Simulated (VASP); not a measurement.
# Si2BBr (P4mm) in VASP: further runs

Si2BBr is run at these levels: PBE; tasks: single point, relaxation of cell and atoms.

Everything below comes from runs of VASP 6.6.1. Logs are shortened: lines on timing, memory, paths and dates and some standing lists are left out, and cuts for length are marked.

### 1 The cell of the first run

It takes space group P4mm (No. 99, tetragonal). Conventional cell: a = 4.503 Å, b = 4.503 Å, c = 3.499 Å, α = 90.00°, β = 90.00°, γ = 90.00°. Within 3.0 Å of Si (site symmetry 2mm) lie 2 Br at 2.26 Å and 2 B at 2.37 Å. B (site symmetry 4mm) has 4 Si at 2.37 Å within 3.1 Å. Within 3.0 Å of Br (site symmetry 4mm) lie 4 Si at 2.26 Å.

The cell was generated, and may not be a known phase.

### 2 Single point, PBE

File INCAR:

```
  ALGO = Normal
  EDIFF = 1E-6
  ENCUT = 520
  GGA = PE
  ISIF = 2
  ISMEAR = 0
  LASPH = True
  LCHARG = True
  LELF = True
  LREAL = False
  LVHAR = True
  LWAVE = False
  NBANDS = 17
  NELM = 80
  PREC = Accurate
  SIGMA = 0.1
```

File KPOINTS:

```
k-points
0
Gamma
  4 4 6
```

File POSCAR:

```
Si2BBr
1.0
    4.5025607000      0.0000000000      0.0000000000
    0.0000000000      4.5025607000      0.0000000000
    0.0000000000      0.0000000000      3.4985076200
Si B Br
2 1 1
Direct
    0.5000000000      0.0000000000      0.3952566400
    0.0000000000      0.5000000000      0.3952566400
    0.0000000000      0.0000000000      0.1868061800
    0.5000000000      0.5000000000      0.4654386700
```

Potentials or basis: VASP PAW PBE potentials, release 64 (Si, B, Br).

Run with:

```sh
> cat potpaw_PBE.64/Si/POTCAR potpaw_PBE.64/B/POTCAR potpaw_PBE.64/Br/POTCAR > POTCAR
> mpirun -np 1 vasp_std > vasp.out
```

OUTCAR:

```text
EDIFF = 1E-6
   ENCUT = 520
   GGA = PE
   ISIF = 2
   ISMEAR = 0
   LASPH = True
   LREAL = False
   NELM = 80
   PREC = Accurate

 ion  position               nearest neighbor table
   1  0.500  0.000  0.395-   4 2.26   4 2.26   3 2.37   3 2.37
   2  0.000  0.500  0.395-   4 2.26   4 2.26   3 2.37   3 2.37
   3  0.000  0.000  0.187-   1 2.37   2 2.37   2 2.37   1 2.37
   4  0.500  0.500  0.465-   1 2.26   2 2.26   1 2.26   2 2.26

  LATTYP: Found a simple tetragonal cell.
 ALAT       =     4.5025607000
 C/A-ratio  =     0.7770039880

  Lattice vectors:

 A1 = (   4.5025607000,   0.0000000000,   0.0000000000)
 A2 = (   0.0000000000,   4.5025607000,   0.0000000000)
 A3 = (   0.0000000000,   0.0000000000,   3.4985076200)

Analysis of symmetry for initial positions (statically):
=====================================================================
 Subroutine PRICEL returns:
 Original cell was already a primitive cell.

 Routine SETGRP: Setting up the symmetry group for a
 simple tetragonal supercell.

 Subroutine GETGRP returns: Found  8 space group operations
 (whereof  8 operations were pure point group operations)
 out of a pool of 16 trial point group operations.

The static configuration has the point symmetry C_4v.

Analysis of symmetry for dynamics (positions and initial velocities):
=====================================================================
 Subroutine PRICEL returns:
 Original cell was already a primitive cell.

 Routine SETGRP: Setting up the symmetry group for a
 simple tetragonal supercell.

 Subroutine GETGRP returns: Found  8 space group operations
 (whereof  8 operations were pure point group operations)
 out of a pool of 16 trial point group operations.

The dynamic configuration has the point symmetry C_4v.

 Subroutine INISYM returns: Found  8 space group operations
 (whereof  8 operations are pure point group operations),
 and found     1 'primitive' translations

----------------------------------------------------------------------------------------

                                     Primitive cell

  volume of cell :      70.9254

  direct lattice vectors                    reciprocal lattice vectors
     4.502560700  0.000000000  0.000000000     0.222095840  0.000000000  0.000000000
     0.000000000  4.502560700  0.000000000     0.000000000  0.222095840  0.000000000
     0.000000000  0.000000000  3.498507620     0.000000000  0.000000000  0.285836165

  length of vectors
     4.502560700  4.502560700  3.498507620     0.222095840  0.222095840  0.285836165

  position of ions in fractional coordinates (direct lattice)
     0.500000000  0.000000000  0.395256640
     0.000000000  0.500000000  0.395256640
     0.000000000  0.000000000  0.186806180
     0.500000000  0.500000000  0.465438670

  ion indices of the primitive-cell ions
   primitive index   ion index
                 1           1
                 2           2
                 3           3
                 4           4

----------------------------------------------------------------------------------------

 KPOINTS: k-points

Automatic generation of k-mesh.
 Grid dimensions read from file:
 generate k-points for:    4    4    6

 Generating k-lattice:

  Cartesian coordinates                     Fractional coordinates (reciprocal lattice)
     0.055523960  0.000000000  0.000000000     0.250000000  0.000000000  0.000000000
     0.000000000  0.055523960  0.000000000     0.000000000  0.250000000  0.000000000
     0.000000000  0.000000000  0.047639361     0.000000000  0.000000000  0.166666667

  Length of vectors
     0.055523960  0.055523960  0.047639361

  Shift w.r.t. Gamma in fractional coordinates (k-lattice)
     0.000000000  0.000000000  0.000000000

 Subroutine IBZKPT returns following result:
 ===========================================

 Found     24 irreducible k-points:

 Following reciprocal coordinates:
            Coordinates               Weight
  0.000000  0.000000  0.000000      1.000000
  0.250000  0.000000  0.000000      4.000000
  0.500000  0.000000  0.000000      2.000000
  0.250000  0.250000  0.000000      4.000000
  0.500000  0.250000  0.000000      4.000000
  0.500000  0.500000  0.000000      1.000000
[... 16 lines left out ...]
  0.500000  0.250000  0.500000      4.000000
  0.500000  0.500000  0.500000      1.000000
   k-points           NKPTS =     24   k-points in BZ     NKDIM =     24   number of bands    NBANDS=     17
   number of dos      NEDOS =    301   number of ions     NIONS =      4
   total plane-waves  NPLWV =  36288
   dimension x,y,z NGX =    36 NGY =   36 NGZ =   28
   dimension x,y,z NGXF=    72 NGYF=   72 NGZF=   56
   ions per type =               2   1   1
   NGX,Y,Z   is equivalent  to a cutoff of  13.29, 13.29, 13.31 a.u.
   NGXF,Y,Z  is equivalent  to a cutoff of  26.58, 26.58, 26.61 a.u.
 SYSTEM =  unknown system
   PREC   = accura    normal or accurate (medium, high low for compatibility)
   ISTART =      0    job   : 0-new  1-cont  2-samecut
   ICHARG =      2    charge: 1-file 2-atom 10-const
   ISPIN  =      1    spin polarized calculation?
   LNONCOLLINEAR =      F non collinear calculations
   LSORBIT =      F    spin-orbit coupling
   LASPH  =      T    aspherical Exc in radial PAW
   ENCUT  =  520.0 eV  38.22 Ry    6.18 a.u.   8.37  8.37  6.50*2*pi/ulx,y,z
   NELM   =     80;   NELMIN=  2; NELMDL= -5     # of ELM steps
   EDIFF  = 0.1E-05   stopping-criterion for ELM
   LREAL  =      F    real-space projection
[... 7 lines left out ...]
   TEBEG  =    0.0;   TEEND  =   0.0 temperature during run
   PSTRESS=    0.0 pullay stress
   NELECT =      18.0000    total number of electrons
   NUPDOWN=      -1.0000    fix difference up-down
   EMIN   =  10.00;   EMAX   =-10.00  energy-range for DOS
   EFERMI =   0.00;   METHOD = LEGACY
   ISMEAR =     0;   SIGMA  =   0.10  broadening in eV -4-tet -1-fermi 0-gaus
   EFERMI_NEDOS =   21; number of points for ismear=-14 and -15
   IALGO  =     38    algorithm
   IMIX   =      4    mixing-type and parameters
     AMIX     =   0.40;   BMIX     =  1.00
     AMIX_MAG =   1.60;   BMIX_MAG =  1.00
  volume/ion in A,a.u.               =      17.73       119.66
  Fermi-wavevector in a.u.,A,eV,Ry     =   1.036490  1.958682 14.616888  1.074311
  Thomas-Fermi vector in A             =   2.170883
   LORBIT       =      0    0 simple, 1 ext, 2 COOP (PROOUT), +10 PAW based schemes
   GGA     = PE    functional components
   LHFCALC =     F    Hartree Fock is set to
   AEXX    =    0.0000 exact exchange contribution
   IVDW    =     0    specifies the selected vdW correction
   LEPSILON=     F    determine dielectric tensor
   LRPA    =     F    only Hartree local field effects (RPA)
 non-spin polarized calculation
 Gauss-broadening in eV      SIGMA  =   0.10
  energy-cutoff  :      520.00
  volume of cell :       70.93
 maximum number of plane-waves:      1929
 NGX is ok and might be reduce to    36
   NGX = 17   NGY = 17   NGZ = 13

 number of electron      17.9999997 magnetization

 Free energy of the ion-electron system (eV)
  ---------------------------------------------------
  ext. energy  EPLUGINS =         0.00000000
  ---------------------------------------------------
  free energy    TOTEN  =       -13.12256115 eV

  energy without entropy =      -13.11237569  energy(sigma->0) =      -13.11746842

 E-fermi :   6.3172     XC(G=0):  -9.9115

 val. band max:        6.2679792284   @ k =   0.5000   0.0000   0.1667
 cond. band min:       6.3825374287   @ k =   0.5000   0.0000   0.5000
 fundamental gap:      0.1145582003
 Fermi energy:         6.3172001481

 k-point     1 :       0.0000    0.0000    0.0000
  band No.  band energies     occupation
      1     -13.3959      2.00000
      2      -3.0942      2.00000
      3      -3.0942      2.00000
      4      -3.0463      2.00000
      5      -0.3888      2.00000
      6       1.0722      2.00000
[... 9 lines left out ...]
     16      12.2784      0.00000
     17      14.4592      0.00000

 k-point     2 :       0.2500    0.0000    0.0000
  band No.  band energies     occupation
      1     -13.3075      2.00000
      2      -4.9197      2.00000
      3      -2.9673      2.00000
      4      -1.7826      2.00000
      5       0.8325      2.00000
      6       1.1726      2.00000
[... 9 lines left out ...]
     16      12.9671      0.00000
     17      13.6337      0.00000

 k-point     3 :       0.5000    0.0000    0.0000
  band No.  band energies     occupation
      1     -13.2134      2.00000
      2      -5.7120      2.00000
      3      -2.8256      2.00000
      4      -1.0976      2.00000
      5       0.3780      2.00000
      6       1.2415      2.00000
[... 9 lines left out ...]
     16      12.3907      0.00000
     17      12.7135      0.00000

 k-point     4 :       0.2500    0.2500    0.0000
  band No.  band energies     occupation
      1     -13.2216      2.00000
      2      -4.8698      2.00000
      3      -4.4343      2.00000
      4      -0.5395      2.00000
      5       0.8873      2.00000
      6       1.6252      2.00000
[... 9 lines left out ...]
     16      12.3257      0.00000
     17      13.5836      0.00000

 k-point     5 :       0.5000    0.2500    0.0000
  band No.  band energies     occupation
      1     -13.1303      2.00000
      2      -5.4797      2.00000
      3      -4.3702      2.00000
      4      -0.9900      2.00000
      5       0.9816      2.00000
      6       1.6962      2.00000
[... 9 lines left out ...]
     16      11.7556      0.00000
     17      12.7810      0.00000

 k-point     6 :       0.5000    0.5000    0.0000
  band No.  band energies     occupation
      1     -13.0423      2.00000
      2      -5.1767      2.00000
      3      -5.1767      2.00000
      4      -1.9390      2.00000
      5       1.3452      2.00000
      6       3.7055      2.00000
[... 9 lines left out ...]
     16      10.6670      0.00000
     17      10.7220      0.00000

 k-point     7 :       0.0000    0.0000    0.1667
  band No.  band energies     occupation
      1     -13.3173      2.00000
      2      -3.0048      2.00000
      3      -3.0048      2.00000
      4      -2.9276      2.00000
      5      -0.1810      2.00000
      6       0.3096      2.00000
[... 9 lines left out ...]
     16      12.1697      0.00000
     17      14.5355      0.00000

 k-point     8 :       0.2500    0.0000    0.1667
  band No.  band energies     occupation
      1     -13.2310      2.00000
      2      -4.7737      2.00000
      3      -2.8827      2.00000
      4      -1.7090      2.00000
      5       0.4226      2.00000
      6       0.9923      2.00000
[... 9 lines left out ...]
     16      12.0030      0.00000
     17      13.5886      0.00000
[... 203 lines left out ...]
      1     -13.0636      2.00000
      2      -2.7945      2.00000
      3      -2.7128      2.00000
      4      -2.7128      2.00000
      5      -0.8767      2.00000
      6       0.6545      2.00000
[... 9 lines left out ...]
     16      12.7294      0.00000
     17      12.7294      0.00000

 k-point    20 :       0.2500    0.0000    0.5000
  band No.  band energies     occupation
      1     -12.9848      2.00000
      2      -4.2456      2.00000
      3      -2.6081      2.00000
      4      -2.1063      2.00000
      5      -0.2502      2.00000
      6       1.2877      2.00000
[... 9 lines left out ...]
     16      12.1709      0.00000
     17      12.3327      0.00000

 k-point    21 :       0.5000    0.0000    0.5000
  band No.  band energies     occupation
      1     -12.9015      2.00000
      2      -4.9872      2.00000
      3      -2.4937      2.00000
      4      -1.6475      2.00000
      5       0.2880      2.00000
      6       0.3475      2.00000
[... 9 lines left out ...]
     16      13.3919      0.00000
     17      15.2250      0.00000

 k-point    22 :       0.2500    0.2500    0.5000
  band No.  band energies     occupation
      1     -12.9077      2.00000
      2      -4.1959      2.00000
      3      -3.8515      2.00000
      4      -1.6602      2.00000
      5       0.2083      2.00000
      6       2.3199      2.00000
[... 9 lines left out ...]
     16      12.8505      0.00000
     17      13.2569      0.00000

 k-point    23 :       0.5000    0.2500    0.5000
  band No.  band energies     occupation
      1     -12.8265      2.00000
      2      -4.7880      2.00000
      3      -3.7938      2.00000
      4      -1.2864      2.00000
      5      -0.3082      2.00000
      6       2.1623      2.00000
[... 9 lines left out ...]
     16      12.3182      0.00000
     17      13.3358      0.00000

 k-point    24 :       0.5000    0.5000    0.5000
  band No.  band energies     occupation
      1     -12.7477      2.00000
      2      -4.5414      2.00000
      3      -4.5414      2.00000
      4      -1.0030      2.00000
      5      -0.9949      2.00000
      6       2.4596      2.00000
[... 9 lines left out ...]
     16      11.7800      0.00000
     17      14.4181      0.00000

------------------------ aborting loop because EDIFF is reached ----------------------------------------

  FORCE on cell =-STRESS in cart. coord.  units (eV):
  Direction    XX          YY          ZZ          XY          YZ          ZX
  --------------------------------------------------------------------------------------
  -------------------------------------------------------------------------------------
  Total        7.4123245      7.4123245     -2.9509219      0.0000000      0.0000000     -0.0000000
  in kB      167.4414707    167.4414707    -66.6601563      0.0000000      0.0000000     -0.0000000
  external PRESSURE =      89.4075950 kB  Pullay stress =       0.0000000 kB

 VOLUME and BASIS-vectors are now :
 -----------------------------------------------------------------------------
  energy-cutoff  :      520.00
  volume of cell :       70.93
      direct lattice vectors                 reciprocal lattice vectors
     4.502560700  0.000000000  0.000000000     0.222095840  0.000000000  0.000000000
     0.000000000  4.502560700  0.000000000     0.000000000  0.222095840  0.000000000
     0.000000000  0.000000000  3.498507620     0.000000000  0.000000000  0.285836165

 POSITION                                       TOTAL-FORCE (eV/Angst)
 -----------------------------------------------------------------------------------
      2.25128      0.00000      1.38281         0.000000      0.000000     -1.325723
      0.00000      2.25128      1.38281         0.000000     -0.000000     -1.325723
      0.00000      0.00000      0.65354        -0.000000      0.000000      1.353857
      2.25128      2.25128      1.62834         0.000000      0.000000      1.297589
 -----------------------------------------------------------------------------------
    total drift:                                0.000000      0.000000      0.000187

  FREE ENERGIE OF THE ION-ELECTRON SYSTEM (eV)
  ---------------------------------------------------
  free  energy   TOTEN  =       -13.1225611541 eV

  energy  without entropy=      -13.1123756891  energy(sigma->0) =      -13.11746842
```

It took 41 s on 1 thread of Oxide Virtual Turin-like, shared host; peak memory 0.15 GiB.

Results:

- Free energy: -13.1226 eV
- Pressure: 8.9 GPa
- Largest force: 1.354 eV/Å
- Band gap on the k mesh: zero (bands 9 and 10 overlap by 2.64 eV)

Forces on the atoms (eV/Å):
```
Si   0.000  0.000 -1.326
Si   0.000  0.000 -1.326
B    0.000  0.000  1.354
Br   0.000  0.000  1.298
```

Caveat: the stress differs along the axes, from -7 to 17 GPa; forces of over 1 eV/Å act on the atoms, so gaps and moduli don't describe the material at rest.

### 3 Single point, PBE

This run uses another cell than the first one, of 22.28 Å³/atom.

File INCAR:

```
ALGO = Normal ; EDIFF = 1E-6
ENCUT = 520 ; GGA = PE
ISIF = 2 ; ISMEAR = 0
LASPH = True ; LCHARG = False
LREAL = False ; LWAVE = False
NBANDS = 17 ; NELM = 80
PREC = Accurate ; SIGMA = 0.1
```

KPOINTS is that of step 2.

File POSCAR:

```
Si2BBr
1.0
    3.8281709853      0.0000000000      0.0000000000
    0.0000000000      3.8281709853      0.0000000000
    0.0000000000      0.0000000000      6.0805767439
Si B Br
2 1 1
Direct
    0.5000000000      0.0000000000      0.2908395836
    0.0000000000      0.5000000000      0.2908395836
    0.0000000000      0.0000000000      0.2079795071
    0.5000000000      0.5000000000      0.6530994557
```

Potentials or basis: VASP PAW PBE potentials, release 64 (Si, B, Br).

Run with:

```sh
> cat potpaw_PBE.64/Si/POTCAR potpaw_PBE.64/B/POTCAR potpaw_PBE.64/Br/POTCAR > POTCAR
> mpirun -np 1 vasp_std > vasp.out
```

Run time: 41 s. Hardware: 1 thread of Oxide Virtual Turin-like, shared host; peak memory 0.17 GiB.

Results (log left out):

```
Free energy            : -16.6340 eV
Pressure               : 0.0 GPa
Largest force          : 0.006 eV/Å
Band gap on the k mesh : 0.42 eV (least direct gap 0.62 eV)
```

Forces in eV/Å, atoms in the order of the input:
```
Si   0.000  0.000 -0.001
Si   0.000  0.000 -0.001
B    0.000  0.000 -0.004
Br   0.000  0.000  0.006
```

Stress tensor (GPa, compression positive):
```
-0.02  0.00  0.00
 0.00 -0.02  0.00
 0.00  0.00  0.20
```

Levels at points of the mesh, in eV from the valence-band top:
```csv
k point,band 6,band 7,band 8,band 9,band 10,band 11,band 12,band 13
"(0.00, 0.00, 0.00)",-2.46,-1.95,-1.95,-1.41,0.42,3.26,3.29,4.30
"(0.50, 0.00, 0.00)",-3.74,-2.27,-1.49,0.00,0.94,1.24,2.06,5.09
"(0.50, 0.50, 0.00)",-3.59,-3.59,-1.77,-0.34,0.94,0.94,5.23,6.70
"(0.00, 0.00, 0.50)",-2.45,-2.37,-2.03,-2.03,0.49,3.07,4.34,4.34
"(0.50, 0.00, 0.50)",-3.22,-2.23,-0.83,-0.08,0.54,0.81,2.02,4.57
"(0.50, 0.50, 0.50)",-3.81,-3.81,-1.08,-0.49,1.62,1.62,5.70,6.22
```

A k mesh can miss the band edges.

(Continued in part 2 of 2.)

The gap in the log of VASP goes by the Fermi energy; the results here count the filled bands.